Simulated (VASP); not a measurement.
# C (a cell with a defect) in VASP: further runs, part 2 of 2

VASP 6.6.1.

### 4 Single point, LDA

Contents of INCAR:

```
SYSTEM = C
ALGO     = Normal         ! electronic algorithm
EDIFF    = 1E-6           ! SCF threshold, eV
ENCUT    = 520            ! plane-wave cutoff, eV
GGA      = CA             ! functional
GGA_COMPAT= .False.      
ISIF     = 2              ! what is computed and relaxed
ISMEAR   = -1             ! smearing method
LASPH    = .True.         ! aspherical terms in the spheres
LCHARG   = .False.        ! write CHGCAR
LREAL    = Auto         
LWAVE    = .False.        ! write WAVECAR
NBANDS   = 88             ! bands
NELM     = 120            ! most SCF steps
PREC     = Accurate       ! precision mode
SIGMA    = 0.01           ! smearing width, eV
```

Contents of KPOINTS:

```
Automatic mesh
0
Gamma
  1 1 1
  0.25 0.25 0.25
```

Contents of POSCAR:

```
C
1.0
   -3.5715719948      3.5715719948      3.5715719948
    3.5715719948     -3.5715719948      3.5715719948
    3.5715719948      3.5715719948     -3.5715719948
C
33
Direct
    0.0094380434      0.0060360028      0.0092340613
   -0.0004720447      0.2457298530      0.7454407822
    0.0005868043      0.4950768773      0.4971213127
   -0.0093180561      0.7489760812      0.2475271140
    0.2643262913      0.0043906731      0.7529671626
    0.2488716907      0.2543008256      0.5046459349
    0.2058710889      0.4870828690      0.2227043119
    0.2477159688      0.7510899677     -0.0074358809
    0.4847457994      0.0129517287      0.4697108890
    0.5023686657      0.2622347808      0.2488190341
    0.4977668804      0.4956507149      0.0108081748
    0.5152547241      0.7340897687      0.7790784314
    0.7511963615      0.0049357395      0.2563296608
    0.7357875340      0.2378238713     -0.0090147481
    0.7523922874      0.4940373473      0.7542998415
    0.7943086741      0.7660031165      0.5321139813
    0.0270888861      0.0103779313      0.7644594708
    0.0000419508      0.2500058771      0.5008797894
   -0.0269416933      0.4865535052      0.2342242851
    0.0000515883      0.7500331176      0.0009036455
    0.2445694795      0.0052633760      0.4950553258
    0.2517482512      0.2611747022      0.2560850812
    0.2389806970      0.4947922926     -0.0098328904
    0.2560087067      0.7465149049      0.7457005093
    0.4968271105      0.0135014133      0.2373748961
    0.5000585602      0.2500171959      0.0008818652
    0.5032294951      0.4897054217      0.7675869771
    0.4105188573      0.7500080841      0.4111183259
    0.7555150077     -0.0003296210      0.0115952877
    0.7440782516      0.2388881165      0.7414345774
    0.7611570151      0.5003402537      0.5067352137
    0.7483775406      0.7535178544      0.2603553661
    0.5896643299      0.7496414381      0.5904001384
```

Potentials or basis: VASP PAW LDA potentials, release 64 (C).

On the command line:

```bash
cat potpaw_LDA.64/C/POTCAR > POTCAR
mpirun -np 1 vasp_std > vasp.out
```

OUTCAR:

```text
SYSTEM = C
   EDIFF = 1E-6
   ENCUT = 520
   GGA = CA
   ISIF = 2
   ISMEAR = -1
   LASPH = .True.
   LREAL = Auto
   NELM = 120
   PREC = Accurate

 ion  position               nearest neighbor table
   1  0.009  0.006  0.009-  22 1.54  20 1.55  17 1.56  29 1.56
   2  1.000  0.246  0.745-  23 1.51  18 1.52  30 1.56  17 1.56
   3  0.001  0.495  0.497-  31 1.51  18 1.52  24 1.56  19 1.56
   4  0.991  0.749  0.248-  32 1.54  20 1.55  19 1.56  21 1.56
   5  0.264  0.004  0.753-  17 1.50  26 1.51  21 1.56  24 1.56
   6  0.249  0.254  0.505-  21 1.51  18 1.52  22 1.56  27 1.56
[... 19 lines left out ...]
  26  0.500  0.250  0.001-  11 1.51   5 1.51  14 1.51  10 1.51
  27  0.503  0.490  0.768-  12 1.46  11 1.50   6 1.56  15 1.56
  28  0.411  0.750  0.411-  33 1.28   9 1.41   7 1.41
  29  0.756  1.000  0.012-  13 1.51  12 1.53  14 1.56   1 1.56
  30  0.744  0.239  0.741-  15 1.54   2 1.56  14 1.56   9 1.58
  31  0.761  0.500  0.507-   3 1.51  16 1.53  10 1.56  15 1.56
  32  0.748  0.754  0.260-   4 1.54  13 1.56  11 1.56  16 1.58
  33  0.590  0.750  0.590-  28 1.28  16 1.41  12 1.41

  LATTYP: Found a body centered cubic cell.
 ALAT       =     7.1431439896

  Lattice vectors:

 A1 = (  -3.5715719948,   3.5715719948,   3.5715719948)
 A2 = (   3.5715719948,  -3.5715719948,   3.5715719948)
 A3 = (   3.5715719948,   3.5715719948,  -3.5715719948)

Analysis of symmetry for initial positions (statically):
=====================================================================
 Subroutine PRICEL returns:
 Original cell was already a primitive cell.

 Routine SETGRP: Setting up the symmetry group for a
 body centered cubic supercell.

 Subroutine GETGRP returns: Found  1 space group operations
 (whereof  1 operations were pure point group operations)
 out of a pool of 48 trial point group operations.

The static configuration has the point symmetry C_1 .

Analysis of symmetry for dynamics (positions and initial velocities):
=====================================================================
 Subroutine PRICEL returns:
 Original cell was already a primitive cell.

 Routine SETGRP: Setting up the symmetry group for a
 body centered cubic supercell.

 Subroutine GETGRP returns: Found  1 space group operations
 (whereof  1 operations were pure point group operations)
 out of a pool of 48 trial point group operations.

The dynamic configuration has the point symmetry C_1 .

 Subroutine INISYM returns: Found  1 space group operations
 (whereof  1 operations are pure point group operations),
 and found     1 'primitive' translations

----------------------------------------------------------------------------------------

                                     Primitive cell

  volume of cell :     182.2377

  direct lattice vectors                    reciprocal lattice vectors
    -3.571571995  3.571571995  3.571571995     0.000000000  0.139994378  0.139994378
     3.571571995 -3.571571995  3.571571995     0.139994378  0.000000000  0.139994378
     3.571571995  3.571571995 -3.571571995     0.139994378  0.139994378  0.000000000

  length of vectors
     6.186144158  6.186144158  6.186144158     0.197981948  0.197981948  0.197981948

  position of ions in fractional coordinates (direct lattice)
     0.009438043  0.006036003  0.009234061
     0.999527955  0.245729853  0.745440782
     0.000586804  0.495076877  0.497121313
     0.990681944  0.748976081  0.247527114
     0.264326291  0.004390673  0.752967163
     0.248871691  0.254300826  0.504645935
[... 25 lines left out ...]
     0.748377541  0.753517854  0.260355366
     0.589664330  0.749641438  0.590400138

  ion indices of the primitive-cell ions
   primitive index   ion index
                 1           1
                 2           2
                 3           3
                 4           4
                 5           5
                 6           6
[... 25 lines left out ...]
                32          32
                33          33

----------------------------------------------------------------------------------------

 KPOINTS: Automatic mesh

Automatic generation of k-mesh.
 Grid dimensions read from file:
 generate k-points for:    1    1    1

 Generating k-lattice:

  Cartesian coordinates                     Fractional coordinates (reciprocal lattice)
     0.000000000  0.139994378  0.139994378     1.000000000  0.000000000  0.000000000
     0.139994378  0.000000000  0.139994378     0.000000000  1.000000000  0.000000000
     0.139994378  0.139994378  0.000000000     0.000000000  0.000000000  1.000000000

  Length of vectors
     0.197981948  0.197981948  0.197981948

  Shift w.r.t. Gamma in fractional coordinates (k-lattice)
     0.250000000  0.250000000  0.250000000

 Subroutine IBZKPT returns following result:
 ===========================================

 Found      1 irreducible k-points:

 Following reciprocal coordinates:
            Coordinates               Weight
  0.250000  0.250000  0.250000      2.000000
   k-points           NKPTS =      1   k-points in BZ     NKDIM =      1   number of bands    NBANDS=     88
   number of dos      NEDOS =    301   number of ions     NIONS =     33
   total plane-waves  NPLWV = 110592
   dimension x,y,z NGX =    48 NGY =   48 NGZ =   48
   dimension x,y,z NGXF=    96 NGYF=   96 NGZF=   96
   ions per type =              33
   NGX,Y,Z   is equivalent  to a cutoff of  12.90, 12.90, 12.90 a.u.
   NGXF,Y,Z  is equivalent  to a cutoff of  25.80, 25.80, 25.80 a.u.
 SYSTEM =  C
   PREC   = accura    normal or accurate (medium, high low for compatibility)
   ISTART =      0    job   : 0-new  1-cont  2-samecut
   ICHARG =      2    charge: 1-file 2-atom 10-const
   ISPIN  =      1    spin polarized calculation?
   LNONCOLLINEAR =      F non collinear calculations
   LSORBIT =      F    spin-orbit coupling
   LASPH  =      T    aspherical Exc in radial PAW
   ENCUT  =  520.0 eV  38.22 Ry    6.18 a.u.  11.50 11.50 11.50*2*pi/ulx,y,z
   NELM   =    120;   NELMIN=  2; NELMDL= -5     # of ELM steps
   EDIFF  = 0.1E-05   stopping-criterion for ELM
   LREAL  =      T    real-space projection
   EDIFFG = 0.1E-04   stopping-criterion for IOM
   NSW    =      0    number of steps for IOM
   IBRION =     -1    ionic relax: 0-MD 1-quasi-New 2-CG
   NFREE  =      0    steps in history (QN), initial steepest desc. (CG)
   ISIF   =      2    stress and relaxation
   ISYM   =      2    0-nonsym 1-usesym 2-fastsym
   POTIM  = 0.5000    time-step for ionic-motion
   TEBEG  =    0.0;   TEEND  =   0.0 temperature during run
   PSTRESS=    0.0 pullay stress
   NELECT =     132.0000    total number of electrons
   NUPDOWN=      -1.0000    fix difference up-down
   EMIN   =  10.00;   EMAX   =-10.00  energy-range for DOS
   EFERMI =   0.00;   METHOD = LEGACY
   ISMEAR =    -1;   SIGMA  =   0.01  broadening in eV -4-tet -1-fermi 0-gaus
   EFERMI_NEDOS =   21; number of points for ismear=-14 and -15
   IALGO  =     38    algorithm
   IMIX   =      4    mixing-type and parameters
     AMIX     =   0.40;   BMIX     =  1.00
     AMIX_MAG =   1.60;   BMIX_MAG =  1.00
  volume/ion in A,a.u.               =       5.52        37.27
  Fermi-wavevector in a.u.,A,eV,Ry     =   1.470235  2.778341 29.410227  2.161591
  Thomas-Fermi vector in A             =   2.585516
   LORBIT       =      0    0 simple, 1 ext, 2 COOP (PROOUT), +10 PAW based schemes
   GGA     = CA    functional components
   LHFCALC =     F    Hartree Fock is set to
   AEXX    =    0.0000 exact exchange contribution
   IVDW    =     0    specifies the selected vdW correction
   LEPSILON=     F    determine dielectric tensor
   LRPA    =     F    only Hartree local field effects (RPA)
 non-spin polarized calculation
  energy-cutoff  :      520.00
  volume of cell :      182.24
 maximum number of plane-waves:      4904
 NGX is ok and might be reduce to    48
   NGX = 23   NGY = 23   NGZ = 23

 number of electron     132.0000000 magnetization

 Free energy of the ion-electron system (eV)
  ---------------------------------------------------
  ext. energy  EPLUGINS =         0.00000000
  ---------------------------------------------------
  free energy    TOTEN  =      -321.73477722 eV

  energy without entropy =     -321.73477722  energy(sigma->0) =     -321.73477722

 E-fermi :  11.7614     XC(G=0): -13.6209

 val. band max:       11.5223318460   @ k =   0.2500   0.2500   0.2500
 cond. band min:      12.3706903362   @ k =   0.2500   0.2500   0.2500
 fundamental gap:      0.8483584902
 Fermi energy:        11.7613922481

 k-point     1 :       0.2500    0.2500    0.2500
  band No.  band energies     occupation
      1     -10.1421      2.00000
      2      -9.9448      2.00000
      3      -9.8725      2.00000
      4      -9.8448      2.00000
      5      -6.1333      2.00000
      6      -6.0150      2.00000
[... 70 lines left out ...]
     77      16.9767      0.00000
     78      17.0220      0.00000
 [bands above 78 left out]

------------------------ aborting loop because EDIFF is reached ----------------------------------------

  FORCE on cell =-STRESS in cart. coord.  units (eV):
  Direction    XX          YY          ZZ          XY          YZ          ZX
  --------------------------------------------------------------------------------------
  -------------------------------------------------------------------------------------
  Total      -13.7943412     38.6429523     13.4285799     -0.0189786      0.0122369      0.0022455
  in kB     -121.2755713    339.7368555    118.0599113     -0.1668540      0.1075832      0.0197415
  external PRESSURE =     112.1737318 kB  Pullay stress =       0.0000000 kB

 VOLUME and BASIS-vectors are now :
 -----------------------------------------------------------------------------
  energy-cutoff  :      520.00
  volume of cell :      182.24
      direct lattice vectors                 reciprocal lattice vectors
    -3.571571995  3.571571995  3.571571995     0.000000000  0.139994378  0.139994378
     3.571571995 -3.571571995  3.571571995     0.139994378  0.000000000  0.139994378
     3.571571995  3.571571995 -3.571571995     0.139994378  0.139994378  0.000000000

 POSITION                                       TOTAL-FORCE (eV/Angst)
 -----------------------------------------------------------------------------------
      0.02083      0.04513      0.02229        -0.000387      0.011209      0.005673
     -0.02985      5.35464      1.78513         0.006355      0.003472      0.007115
      3.54161      0.00940     -0.00521        -0.000720     -0.007946     -0.007774
      0.02079      1.74733      5.32925        -0.001823     -0.014985     -0.004022
      1.76090      3.61766     -1.72953         0.010260     -0.000673     -0.005363
      1.82177      1.78299     -0.00526         0.000496      0.012416     -0.007980
[... 25 lines left out ...]
      0.94824      0.91152      4.43425        -0.006337      0.020913      0.011448
      2.68003      1.53729      2.67477         0.019548     -0.046276      0.015563
 -----------------------------------------------------------------------------------
    total drift:                               -0.007618      0.010366     -0.012709

  FREE ENERGIE OF THE ION-ELECTRON SYSTEM (eV)
  ---------------------------------------------------
  free  energy   TOTEN  =      -321.7347772180 eV

  energy  without entropy=     -321.7347772180  energy(sigma->0) =     -321.73477722
```

Run time: 21 s. Hardware: 1 thread of Intel Xeon 6975P-C (Granite Rapids), shared host; peak memory 0.23 GiB.

Results:

- Free energy: -321.7348 eV
- Pressure: 11.2 GPa
- Largest force: 0.053 eV/Å
- Band gap on the k mesh: 0.85 eV

Forces on the atoms (eV/Å):
```
C    0.000  0.011  0.006
C    0.006  0.003  0.007
C   -0.001 -0.008 -0.008
C   -0.002 -0.015 -0.004
C    0.010 -0.001 -0.005
C    0.000  0.012 -0.008
C    0.016  0.017  0.017
C   -0.003 -0.013  0.009
C   -0.039  0.022  0.004
C   -0.010  0.002 -0.009
C   -0.011 -0.004  0.003
C   -0.046 -0.007  0.015
C    0.000 -0.009  0.007
C    0.010  0.003  0.004
C   -0.001  0.011 -0.010
C    0.026 -0.012 -0.021
C    0.001 -0.006 -0.016
C    0.003  0.005 -0.003
C    0.003 -0.001  0.015
C    0.002  0.003 -0.002
C   -0.004 -0.003  0.004
C   -0.005 -0.022 -0.007
C    0.011 -0.005 -0.013
C    0.008  0.016 -0.004
C   -0.007  0.001 -0.015
C    0.007  0.007 -0.004
C   -0.004 -0.001  0.021
C    0.006  0.032 -0.019
C   -0.008  0.003 -0.008
C    0.007 -0.016  0.005
C    0.010  0.000  0.014
C   -0.006  0.021  0.011
C    0.020 -0.046  0.016
```

Levels at points of the mesh, in eV from the valence-band top:
```csv
k point,band 64,band 65,band 66,band 67,band 68,band 69
"(0.25, 0.25, 0.25)",-3.11,-3.08,0.00,0.85,3.77,3.90
```

Caveat: the k points lie up to 1.24 Å⁻¹ apart.

### 5 Overview

| level | potentials or basis | k mesh | smearing | gap on the mesh (eV) | pressure (GPa) | largest force (eV/Å) |
| --- | --- | --- | --- | --- | --- | --- |
| PBE | VASP PAW PBE potentials, release 64 (C) | 1 × 1 × 1 | fermi-dirac 0.01 eV | 0.65 | 29.0 | 0.99 |
| PBE | VASP PAW PBE potentials, release 64 (C) | 1 × 1 × 1, shifted | gaussian 0.01 eV | 0.87 | 25.9 | 0.05 |
| LDA | VASP PAW LDA potentials, release 64 (C) | 1 × 1 × 1, shifted | fermi-dirac 0.01 eV | 0.85 | 11.2 | 0.05 |

Alike in all rows: task single point; no spin polarisation; cell as given; cutoff (eV) 520.

Caveats: all runs use coarse meshes.

Absolute energies hang on the potentials; compare differences alone.
